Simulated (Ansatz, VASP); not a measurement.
## Zn: VASP beside Ansatz

```
Zn
1.0
    -1.56904    1.56904    1.56904
     1.56904   -1.56904    1.56904
     1.56904    1.56904   -1.56904
Zn
1
Direct
  0.00000 0.00000 0.00000
```

Alike in both runs: task relaxation of cell and atoms; functional BLYP; k mesh 12 × 12 × 12; occupations fermi-dirac, width 0.05 eV; no spin polarisation.

|  | VASP | Ansatz |
| --- | --- | --- |
| version | VASP 6.6.1 | Ansatz 0.2.0 |
| potentials or method | VASP PAW PBE potentials, release 64 (Zn) | Ansatz PAW |
| plane-wave cutoff (eV) | 600 | 420 |
| valence electrons in the cell | 12 | 12 |

Ansatz gave:

```
gap on the k mesh at the Fermi level, each at its own relaxed structure (eV) : none
relaxed volume (Å³/atom)                                                     : 17.41
relaxed cell length with the largest relative difference (Å)                 : 2.828
```

Question: Estimate VASP's values.

Answer: gap on the k mesh at the Fermi level, each at its own relaxed structure (eV): none; relaxed volume (Å³/atom): 17.47; relaxed cell length with the largest relative difference (Å): 2.831.

VASP's potentials were made for PBE, not for BLYP. A gap of «none» marks a metal or a gap that the smearing closes.

Noted on Ansatz's run: the plane-wave basis is chosen anew once the cell has moved, so the energies of steps on either side of that aren't comparable.
